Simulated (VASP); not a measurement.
# AlP (x) (F-43m) in VASP: further runs

AlP (x) is run at these levels: PBEsol; tasks: single point.

All numbers are computed with VASP 6.6.1; they aren't measurements. Logs are shortened: lines on timing, memory, paths and dates and some standing lists are left out, and cuts for length are marked.

**1. The cell of the first run**

Symmetry: F-43m, No. 216, cubic system. The conventional cell has a = 5.464 Å, b = 5.464 Å, c = 5.464 Å, α = 90.00°, β = 90.00°, γ = 90.00°. Within 3.1 Å of Al (site symmetry -43m) lie 4 P at 2.37 Å. P (site symmetry -43m) has 4 Al at 2.37 Å within 3.1 Å.

**2. Single point, PBEsol**

File INCAR:

```
SYSTEM = AlP
  PREC = Accurate
  ENCUT = 500
  EDIFF = 1E-6
  ISMEAR = 0
  SIGMA = 0.01
  LREAL = .False.
  LASPH = .True.
  NELM = 120
  ALGO = Normal
  ISIF = 2
  LWAVE = .False.
  LCHARG = .True.
  GGA = PS
  LELF = .True.
  LVHAR = .True.
  NBANDS = 11
  GGA_COMPAT = .False.
```

File KPOINTS:

```
regular mesh
0
Gamma
  8 8 8
  0 0 0
```

File POSCAR:

```
AlP
1.0
    0.0000000000      2.7320000000      2.7320000000
    2.7320000000      0.0000000000      2.7320000000
    2.7320000000      2.7320000000      0.0000000000
Al P
1 1
Direct
    0.0000000000      0.0000000000      0.0000000000
    0.2500000000      0.2500000000      0.2500000000
```

Potentials or basis: VASP PAW PBE potentials, release 64 (Al, P).

Command:

```
$ cat potpaw_PBE.64/Al/POTCAR potpaw_PBE.64/P/POTCAR > POTCAR
$ mpirun -np 1 vasp_std > vasp.out
```

OUTCAR:

```text
SYSTEM = AlP
   PREC = Accurate
   ENCUT = 500
   EDIFF = 1E-6
   ISMEAR = 0
   LREAL = .False.
   LASPH = .True.
   NELM = 120
   ISIF = 2
   GGA = PS

 ion  position               nearest neighbor table
   1  0.000  0.000  0.000-   2 2.37   2 2.37   2 2.37   2 2.37
   2  0.250  0.250  0.250-   1 2.37   1 2.37   1 2.37   1 2.37

  LATTYP: Found a face centered cubic cell.
 ALAT       =     5.4640000000

  Lattice vectors:

 A1 = (   0.0000000000,   2.7320000000,   2.7320000000)
 A2 = (   2.7320000000,   0.0000000000,   2.7320000000)
 A3 = (   2.7320000000,   2.7320000000,   0.0000000000)

Analysis of symmetry for initial positions (statically):
=====================================================================
 Subroutine PRICEL returns:
 Original cell was already a primitive cell.

 Routine SETGRP: Setting up the symmetry group for a
 face centered cubic supercell.

 Subroutine GETGRP returns: Found 24 space group operations
 (whereof 24 operations were pure point group operations)
 out of a pool of 48 trial point group operations.

The static configuration has the point symmetry T_d .

Analysis of symmetry for dynamics (positions and initial velocities):
=====================================================================
 Subroutine PRICEL returns:
 Original cell was already a primitive cell.

 Routine SETGRP: Setting up the symmetry group for a
 face centered cubic supercell.

 Subroutine GETGRP returns: Found 24 space group operations
 (whereof 24 operations were pure point group operations)
 out of a pool of 48 trial point group operations.

The dynamic configuration has the point symmetry T_d .

 Subroutine INISYM returns: Found 24 space group operations
 (whereof 24 operations are pure point group operations),
 and found     1 'primitive' translations

----------------------------------------------------------------------------------------

                                     Primitive cell

  volume of cell :      40.7823

  direct lattice vectors                    reciprocal lattice vectors
     0.000000000  2.732000000  2.732000000    -0.183016105  0.183016105  0.183016105
     2.732000000  0.000000000  2.732000000     0.183016105 -0.183016105  0.183016105
     2.732000000  2.732000000  0.000000000     0.183016105  0.183016105 -0.183016105

  length of vectors
     3.863631452  3.863631452  3.863631452     0.316993193  0.316993193  0.316993193

  position of ions in fractional coordinates (direct lattice)
     0.000000000  0.000000000  0.000000000
     0.250000000  0.250000000  0.250000000

  ion indices of the primitive-cell ions
   primitive index   ion index
                 1           1
                 2           2

----------------------------------------------------------------------------------------

 KPOINTS: regular mesh

Automatic generation of k-mesh.
 Grid dimensions read from file:
 generate k-points for:    8    8    8

 Generating k-lattice:

  Cartesian coordinates                     Fractional coordinates (reciprocal lattice)
    -0.022877013  0.022877013  0.022877013     0.125000000  0.000000000  0.000000000
     0.022877013 -0.022877013  0.022877013     0.000000000  0.125000000  0.000000000
     0.022877013  0.022877013 -0.022877013     0.000000000  0.000000000  0.125000000

  Length of vectors
     0.039624149  0.039624149  0.039624149

  Shift w.r.t. Gamma in fractional coordinates (k-lattice)
     0.000000000  0.000000000  0.000000000

 Subroutine IBZKPT returns following result:
 ===========================================

 Found     29 irreducible k-points:

 Following reciprocal coordinates:
            Coordinates               Weight
  0.000000  0.000000  0.000000      1.000000
  0.125000  0.000000  0.000000      8.000000
  0.250000  0.000000  0.000000      8.000000
  0.375000  0.000000  0.000000      8.000000
  0.500000  0.000000  0.000000      4.000000
  0.125000  0.125000  0.000000      6.000000
[... 16 lines left out ...]
  0.500000  0.250000  0.125000     48.000000
 -0.375000  0.250000  0.125000     24.000000
 [... further k-points ...]
   k-points           NKPTS =     29   k-points in BZ     NKDIM =     29   number of bands    NBANDS=     11
   number of dos      NEDOS =    301   number of ions     NIONS =      2
   total plane-waves  NPLWV =  21952
   dimension x,y,z NGX =    28 NGY =   28 NGZ =   28
   dimension x,y,z NGXF=    56 NGYF=   56 NGZF=   56
   ions per type =               1   1
   NGX,Y,Z   is equivalent  to a cutoff of  12.05, 12.05, 12.05 a.u.
   NGXF,Y,Z  is equivalent  to a cutoff of  24.10, 24.10, 24.10 a.u.
 SYSTEM =  AlP
   PREC   = accura    normal or accurate (medium, high low for compatibility)
   ISTART =      0    job   : 0-new  1-cont  2-samecut
   ICHARG =      2    charge: 1-file 2-atom 10-const
   ISPIN  =      1    spin polarized calculation?
   LNONCOLLINEAR =      F non collinear calculations
   LSORBIT =      F    spin-orbit coupling
   LASPH  =      T    aspherical Exc in radial PAW
   ENCUT  =  500.0 eV  36.75 Ry    6.06 a.u.   7.04  7.04  7.04*2*pi/ulx,y,z
   NELM   =    120;   NELMIN=  2; NELMDL= -5     # of ELM steps
   EDIFF  = 0.1E-05   stopping-criterion for ELM
   LREAL  =      F    real-space projection
   EDIFFG = 0.1E-04   stopping-criterion for IOM
   NSW    =      0    number of steps for IOM
   IBRION =     -1    ionic relax: 0-MD 1-quasi-New 2-CG
   NFREE  =      0    steps in history (QN), initial steepest desc. (CG)
   ISIF   =      2    stress and relaxation
   ISYM   =      2    0-nonsym 1-usesym 2-fastsym
   POTIM  = 0.5000    time-step for ionic-motion
   TEBEG  =    0.0;   TEEND  =   0.0 temperature during run
   PSTRESS=    0.0 pullay stress
   NELECT =       8.0000    total number of electrons
   NUPDOWN=      -1.0000    fix difference up-down
   EMIN   =  10.00;   EMAX   =-10.00  energy-range for DOS
   EFERMI =   0.00;   METHOD = LEGACY
   ISMEAR =     0;   SIGMA  =   0.01  broadening in eV -4-tet -1-fermi 0-gaus
   EFERMI_NEDOS =   21; number of points for ismear=-14 and -15
   IALGO  =     38    algorithm
   IMIX   =      4    mixing-type and parameters
     AMIX     =   0.40;   BMIX     =  1.00
     AMIX_MAG =   1.60;   BMIX_MAG =  1.00
  volume/ion in A,a.u.               =      20.39       137.61
  Fermi-wavevector in a.u.,A,eV,Ry     =   0.951220  1.797544 12.310807  0.904819
  Thomas-Fermi vector in A             =   2.079669
   LORBIT       =      0    0 simple, 1 ext, 2 COOP (PROOUT), +10 PAW based schemes
   GGA     = PS    functional components
   LHFCALC =     F    Hartree Fock is set to
   AEXX    =    0.0000 exact exchange contribution
   IVDW    =     0    specifies the selected vdW correction
   LEPSILON=     F    determine dielectric tensor
   LRPA    =     F    only Hartree local field effects (RPA)
 non-spin polarized calculation
 Gauss-broadening in eV      SIGMA  =   0.01
  energy-cutoff  :      500.00
  volume of cell :       40.78
 maximum number of plane-waves:      1056
   NGX = 15   NGY = 15   NGZ = 15

 number of electron       8.0000000 magnetization

 Free energy of the ion-electron system (eV)
  ---------------------------------------------------
  ext. energy  EPLUGINS =         0.00000000
  ---------------------------------------------------
  free energy    TOTEN  =       -10.99497422 eV

  energy without entropy =      -10.99497422  energy(sigma->0) =      -10.99497422

 E-fermi :   4.6183     XC(G=0):  -9.3565

 val. band max:        4.5152270104   @ k =   0.0000   0.0000   0.0000
 cond. band min:       5.9578831598   @ k =   0.5000   0.5000   0.0000
 fundamental gap:      1.4426561494
 Fermi energy:         4.6182687539

 k-point     1 :       0.0000    0.0000    0.0000
  band No.  band energies     occupation
      1      -6.9998      2.00000
      2       4.5152      2.00000
      3       4.5152      2.00000
      4       4.5152      2.00000
      5       7.7001      0.00000
      6       9.0243      0.00000
      7       9.0243      0.00000
      8       9.0243      0.00000
      9      13.3151      0.00000
     10      13.3151      0.00000
     11      14.5956      0.00000

 k-point     2 :       0.1250    0.0000    0.0000
  band No.  band energies     occupation
      1      -6.8266      2.00000
      2       3.2743      2.00000
      3       4.3658      2.00000
      4       4.3658      2.00000
      5       8.1338      0.00000
      6       9.3088      0.00000
      7       9.3088      0.00000
      8       9.5322      0.00000
      9      12.8040      0.00000
     10      12.8040      0.00000
     11      15.2349      0.00000

 k-point     3 :       0.2500    0.0000    0.0000
  band No.  band energies     occupation
      1      -6.3387      2.00000
      2       1.3125      2.00000
      3       4.0700      2.00000
      4       4.0700      2.00000
      5       7.7544      0.00000
      6       9.6086      0.00000
      7       9.6086      0.00000
      8      11.3442      0.00000
      9      12.7746      0.00000
     10      12.7746      0.00000
     11      14.6844      0.00000

 k-point     4 :       0.3750    0.0000    0.0000
  band No.  band energies     occupation
      1      -5.6812      2.00000
      2      -0.3384      2.00000
      3       3.8342      2.00000
      4       3.8342      2.00000
      5       7.3762      0.00000
      6       9.4091      0.00000
      7       9.4091      0.00000
      8      12.5135      0.00000
      9      14.1755      0.00000
     10      14.1755      0.00000
     11      14.9926      0.00000

 k-point     5 :       0.5000    0.0000    0.0000
  band No.  band energies     occupation
      1      -5.3068      2.00000
      2      -1.0561      2.00000
      3       3.7489      2.00000
      4       3.7489      2.00000
      5       7.2402      0.00000
      6       9.2628      0.00000
      7       9.2628      0.00000
      8      12.5892      0.00000
      9      16.0223      0.00000
     10      16.0223      0.00000
     11      16.1883      0.00000
[... 211 lines left out ...]
 k-point    21 :       0.5000    0.5000    0.0000
  band No.  band energies     occupation
      1      -4.6401      2.00000
      2      -0.8176      2.00000
      3       2.3955      2.00000
      4       2.3955      2.00000
      5       5.9579      0.00000
      6       6.8835      0.00000
      7      15.4894      0.00000
      8      15.4894      0.00000
      9      16.4406      0.00000
     10      16.5849      0.00000
     11      16.5849      0.00000

 k-point    22 :       0.3750    0.2500    0.1250
  band No.  band energies     occupation
      1      -5.9255      2.00000
      2       0.9946      2.00000
      3       2.5953      2.00000
      4       3.5928      2.00000
      5       8.2868      0.00000
      6       9.2653      0.00000
      7       9.8758      0.00000
      8      11.2723      0.00000
      9      12.7885      0.00000
     10      15.2426      0.00000
     11      17.3167      0.00000

 k-point    23 :       0.5000    0.2500    0.1250
  band No.  band energies     occupation
      1      -5.3229      2.00000
      2      -0.1231      2.00000
      3       2.0248      2.00000
      4       3.2040      2.00000
      5       8.3805      0.00000
      6       9.2265      0.00000
      7      10.4772      0.00000
      8      11.5583      0.00000
      9      13.9208      0.00000
     10      15.7616      0.00000
     11      17.2360      0.00000

 k-point    24 :      -0.3750    0.2500    0.1250
  band No.  band energies     occupation
      1      -4.9917      2.00000
      2      -0.6885      2.00000
      3       1.8901      2.00000
      4       3.0141      2.00000
      5       8.3777      0.00000
      6       8.9562      0.00000
      7      11.3466      0.00000
      8      12.1389      0.00000
      9      13.4336      0.00000
     10      15.8689      0.00000
     11      17.1912      0.00000

 [... further k-points ...]
[... 5 lines left out ...]
  --------------------------------------------------------------------------------------
  -------------------------------------------------------------------------------------
  Total        0.0883078      0.0883078      0.0883078      0.0000000      0.0000000     -0.0000000
  in kB        3.4692654      3.4692654      3.4692654      0.0000000      0.0000000     -0.0000000
  external PRESSURE =       3.4692654 kB  Pullay stress =       0.0000000 kB

 VOLUME and BASIS-vectors are now :
 -----------------------------------------------------------------------------
  energy-cutoff  :      500.00
  volume of cell :       40.78
      direct lattice vectors                 reciprocal lattice vectors
     0.000000000  2.732000000  2.732000000    -0.183016105  0.183016105  0.183016105
     2.732000000  0.000000000  2.732000000     0.183016105 -0.183016105  0.183016105
     2.732000000  2.732000000  0.000000000     0.183016105  0.183016105 -0.183016105

 POSITION                                       TOTAL-FORCE (eV/Angst)
 -----------------------------------------------------------------------------------
      0.00000      0.00000      0.00000        -0.000000     -0.000000     -0.000000
      1.36600      1.36600      1.36600         0.000000      0.000000      0.000000
 -----------------------------------------------------------------------------------
    total drift:                                0.000000      0.000000      0.000000

  FREE ENERGIE OF THE ION-ELECTRON SYSTEM (eV)
  ---------------------------------------------------
  free  energy   TOTEN  =       -10.9949742157 eV

  energy  without entropy=      -10.9949742157  energy(sigma->0) =      -10.99497422
```

Wall time 21 s (1 thread of Intel Xeon 8259CL, shared host); peak memory 0.15 GiB.

Results:

| Item | Value |
| --- | --- |
| Free energy | -10.9950 eV |
| Pressure | 0.3 GPa |
| Band gap on the k mesh | 1.44 eV, indirect (least direct gap 3.18 eV) |

Caveat: the PAW data sets were made with another functional, which shifts forces and pressure a little.

**3. Single point, PBEsol**

File INCAR:

```
PREC = Accurate
ENCUT = 500
EDIFF = 1E-6
ISMEAR = 0
SIGMA = 0.01
LREAL = F
LASPH = T
NELM = 120
ALGO = Normal
ISIF = 2
LWAVE = F
LCHARG = F
GGA = PS
NBANDS = 11
GGA_COMPAT = F
```

File KPOINTS:

```
regular mesh
0
Gamma
  8 8 8
```

POSCAR is that of step 2.

Potentials or basis: VASP PAW PBE potentials, release 64 (Al, P).

Command:

```
$ cat potpaw_PBE.64/Al/POTCAR potpaw_PBE.64/P/POTCAR > POTCAR
$ mpirun -np 1 vasp_std > vasp.out
```

OUTCAR:

```text
PREC = Accurate
   ENCUT = 500
   EDIFF = 1E-6
   ISMEAR = 0
   LREAL = F
   LASPH = T
   NELM = 120
   ISIF = 2
   GGA = PS

 ion  position               nearest neighbor table
   1  0.000  0.000  0.000-   2 2.37   2 2.37   2 2.37   2 2.37
   2  0.250  0.250  0.250-   1 2.37   1 2.37   1 2.37   1 2.37

  LATTYP: Found a face centered cubic cell.
 ALAT       =     5.4640000000

  Lattice vectors:

 A1 = (   0.0000000000,   2.7320000000,   2.7320000000)
 A2 = (   2.7320000000,   0.0000000000,   2.7320000000)
 A3 = (   2.7320000000,   2.7320000000,   0.0000000000)
[... 511 lines left out ...]
      6       8.9562      0.00000
      7      11.3466      0.00000
      8      12.1389      0.00000
      9      13.4336      0.00000
     10      15.8689      0.00000
     11      17.1912      0.00000

 [... further k-points ...]
[... 5 lines left out ...]
  --------------------------------------------------------------------------------------
  -------------------------------------------------------------------------------------
  Total        0.0883078      0.0883078      0.0883078      0.0000000      0.0000000     -0.0000000
  in kB        3.4692654      3.4692654      3.4692654      0.0000000      0.0000000     -0.0000000
  external PRESSURE =       3.4692654 kB  Pullay stress =       0.0000000 kB

 VOLUME and BASIS-vectors are now :
 -----------------------------------------------------------------------------
  energy-cutoff  :      500.00
  volume of cell :       40.78
      direct lattice vectors                 reciprocal lattice vectors
     0.000000000  2.732000000  2.732000000    -0.183016105  0.183016105  0.183016105
     2.732000000  0.000000000  2.732000000     0.183016105 -0.183016105  0.183016105
     2.732000000  2.732000000  0.000000000     0.183016105  0.183016105 -0.183016105

 POSITION                                       TOTAL-FORCE (eV/Angst)
 -----------------------------------------------------------------------------------
      0.00000      0.00000      0.00000        -0.000000     -0.000000     -0.000000
      1.36600      1.36600      1.36600         0.000000      0.000000      0.000000
 -----------------------------------------------------------------------------------
    total drift:                                0.000000      0.000000      0.000000

  FREE ENERGIE OF THE ION-ELECTRON SYSTEM (eV)
  ---------------------------------------------------
  free  energy   TOTEN  =       -10.9949742157 eV

  energy  without entropy=      -10.9949742157  energy(sigma->0) =      -10.99497422
```

OSZICAR:

```text
N       E                     dE             d eps       ncg     rms          rms(c)
DAV:   1     0.103547679695E+02    0.10355E+02   -0.29706E+03   646   0.539E+02
DAV:   2    -0.105420466978E+02   -0.20897E+02   -0.19847E+02   861   0.895E+01
DAV:   3    -0.113549337607E+02   -0.81289E+00   -0.81146E+00   803   0.168E+01
DAV:   4    -0.113622381140E+02   -0.73044E-02   -0.73037E-02   735   0.195E+00
DAV:   5    -0.113623709821E+02   -0.13287E-03   -0.13287E-03   838   0.248E-01    0.437E+00
DAV:   6    -0.110512720005E+02    0.31110E+00   -0.57517E-01   724   0.279E+00    0.270E+00
DAV:   7    -0.109975531534E+02    0.53719E-01   -0.20731E-01   777   0.181E+00    0.128E+00
DAV:   8    -0.109950268914E+02    0.25263E-02   -0.14011E-02   735   0.562E-01    0.174E-01
DAV:   9    -0.109949193939E+02    0.10750E-03   -0.84072E-04   745   0.151E-01    0.656E-02
DAV:  10    -0.109949684202E+02   -0.49026E-04   -0.68060E-05   725   0.432E-02    0.136E-02
DAV:  11    -0.109949739190E+02   -0.54988E-05   -0.89549E-06   792   0.163E-02    0.992E-03
DAV:  12    -0.109949742157E+02   -0.29670E-06   -0.94790E-07   518   0.477E-03
   1 F= -.10994974E+02 E0= -.10994974E+02  d E =-.255531E-50
```

Wall time 19 s (1 thread of Intel Xeon 8259CL, shared host); peak memory 0.15 GiB.

What came out:

| Property | Result |
| --- | --- |
| Free energy | -10.9950 eV |
| Pressure | 0.3 GPa |
| Band gap on the k mesh | 1.44 eV, indirect (least direct gap 3.18 eV) |

Levels at points of the mesh, in eV from the valence-band top:
| k point | band 1 | band 2 | band 3 | band 4 | band 5 | band 6 | band 7 | band 8 | band 9 |
| --- | --- | --- | --- | --- | --- | --- | --- | --- | --- |
| (0.00, 0.00, 0.00) | -11.52 | 0.00 | 0.00 | 0.00 | 3.18 | 4.51 | 4.51 | 4.51 | 8.80 |
| (0.50, 0.00, 0.00) | -9.82 | -5.57 | -0.77 | -0.77 | 2.72 | 4.75 | 4.75 | 8.07 | 11.51 |
| (0.50, 0.50, 0.00) | -9.16 | -5.33 | -2.12 | -2.12 | 1.44 | 2.37 | 10.97 | 10.97 | 11.93 |

Caveat: the PAW data sets were made with another functional, which shifts forces and pressure a little. A k mesh can miss the band edges.
